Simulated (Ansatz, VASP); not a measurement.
Two plane-wave programs on TaO

File POSCAR:

```
TaO
1.0
    3.0661100000      0.0000000000      0.0000000000
   -1.5330600000      2.6553300000      0.0000000000
    0.0000000000      0.0000000000      3.8550200000
Ta O
1 1
Direct
    0.0000000000      0.0000000000      0.5000000000
    0.0000000000      0.0000000000      0.0000000000
```

Contents of INCAR.step1:

```
SYSTEM = TaO
ALGO = Normal
EDIFF = 1E-5
ENCUT = 520
GGA = PE
ISIF = 2
ISMEAR = -1
LASPH = .True.
LCHARG = .False.
LREAL = .False.
LWAVE = .True.
NBANDS = 16
NELM = 100
PREC = Accurate
SIGMA = 0.05
```

Contents of INCAR.step2:

```
SYSTEM = TaO
AEXX = 0.1
ALGO = Normal
EDIFF = 1E-6
ENCUT = 520
GGA = PE
ISIF = 2
ISMEAR = -1
ISTART = 1
LASPH = .True.
LCHARG = .False.
LHFCALC = .True.
LREAL = .False.
LWAVE = .False.
NBANDS = 16
NELM = 100
PREC = Accurate
PRECFOCK = Normal
SIGMA = 0.05
```

KPOINTS

```
k-points
0
Gamma
  6 6 4
  0 0 0
```

input.yaml

```yaml
crystal:
  lattice:
    - [3.06611, 0.0, 0.0]
    - [-1.53306, 2.65533, 0.0]
    - [0.0, 0.0, 3.85502]
  atoms:
    - { symbol: Ta, position: [0.0, 0.0, 0.5] }
    - { symbol: O, position: [0.0, 0.0, 0.0] }
hamiltonian:
  xc: { exchange: pbe, correlation: pbe, exx: { coeff: 0.1 } }
  pseudopotentials: { kind: paw }
kpoints:
  mp_grid: { grid: [6, 6, 4] }
scf:
  occupations: { method: fermi_dirac, width: 0.05 }
output:
  forces: true
  stress: true
  eigenvalues: true
```

Alike in both runs: task single point; functional PBE-based global hybrid; k mesh 6 × 6 × 4; occupations fermi-dirac, width 0.05 eV; no spin polarisation.

|  | VASP | Ansatz |
| --- | --- | --- |
| version | VASP 6.6.1 | Ansatz 0.2.0 |
| potentials or method | VASP PAW PBE potentials, release 64 (Ta_pv, O) | Ansatz PAW |
| plane-wave cutoff (eV) | 520 | 420 |
| valence electrons in the cell | 17 | 19 |

Ansatz gave:

| Item | Value |
| --- | --- |
| gap on the k mesh at the Fermi level (eV) | none |
| pressure (GPa) | -3.5 |
| traceless stress, the component that is largest in VASP (GPa) | -0.84 |

Estimate VASP's values.

gap on the k mesh at the Fermi level (eV): none; pressure (GPa): -3.4; traceless stress, the component that is largest in VASP (GPa): 0.11.

VASP's potentials were made for PBE, not for PBE-based global hybrid. A gap of «none» marks a metal or a gap that the smearing closes. VASP's potentials hold 17 valence electrons a cell and Ansatz's 19, so a difference there can come from the potentials and not from the codes.

The k mesh is coarse, so the values compare programs but aren't converged. Neither program's run includes spin-orbit coupling.
